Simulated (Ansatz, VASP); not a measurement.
# Ba3Si: VASP beside Ansatz

The input INCAR:

```
PREC = Accurate
ENCUT = 520
EDIFF = 1E-6
ISMEAR = 0
SIGMA = 0.05
LREAL = False
LASPH = True
NELM = 100
ALGO = Fast
ISIF = 2
LWAVE = False
LCHARG = False
GGA = PE
NBANDS = 25
```

The input KPOINTS:

```
Automatic mesh
0
Gamma
  6 6 6
```

POSCAR

```
Ba3Si
1.0
    5.3689986664      0.0169384271     -0.0183359542
    0.0169384271      5.3258032836     -0.0570654762
   -0.0183359542     -0.0570654762      5.4980064052
Ba Si
3 1
Direct
    0.0371351599      0.5239070799      0.5105677601
    0.4984440610      0.4972272824      0.0113643513
    0.4652318457     -0.0184395191      0.4758708206
   -0.0008110666     -0.0026948432      0.0021970680
```

Input for Ansatz:

```yaml
crystal:
  lattice:
    - [5.3689986664, 0.0169384271, -0.0183359542]
    - [0.0169384271, 5.3258032836, -0.0570654762]
    - [-0.0183359542, -0.0570654762, 5.4980064052]
  atoms:
    - { symbol: Ba, position: [0.0371351599, 0.5239070799, 0.5105677601] }
    - { symbol: Ba, position: [0.498444061, 0.4972272824, 0.0113643513] }
    - { symbol: Ba, position: [0.4652318457, -0.0184395191, 0.4758708206] }
    - { symbol: Si, position: [-0.0008110666, -0.0026948432, 0.002197068] }
basis:
  ecutwfc: 420
  ecutrho_ratio: 4
kpoints:
  mp_grid: { grid: [6, 6, 6] }
hamiltonian:
  xc: pbe
scf:
  occupations: { method: gaussian, width: 0.05 }
output:
  forces: true
  stress: true
  eigenvalues: true
```

Change from the starting cell: all atoms moved at random (sigma 0.15 Å), cell strained at random (1 %).

Alike in both runs: task single point; functional PBE; k mesh 6 × 6 × 6; occupations gaussian, width 0.05 eV; no spin polarisation.

```csv
,VASP,Ansatz
version,VASP 6.6.1,Ansatz 0.2.0
potentials or method,"VASP PAW PBE potentials, release 64 (Ba_sv, Si), cutoff 520 eV","scalar-relativistic, plane waves, PAW"
valence electrons in the cell,34,34
```

VASP gave:

- gap on the k mesh at the Fermi level (eV): none
- pressure (GPa): 0.4
- traceless stress, the component that is largest in VASP (GPa): 0.51
- rms of the force components (eV/Å): 0.393

Task: Which values does Ansatz return?

Result: gap on the k mesh at the Fermi level (eV): none; pressure (GPa): -0.1; traceless stress, the component that is largest in VASP (GPa): 0.47; rms of the force components (eV/Å): 0.357.

Atom by atom the forces differ by 0.037 eV/Å (rms over components). A gap of «none» marks a metal or a gap that the smearing closes.

Neither program's run includes spin-orbit coupling.
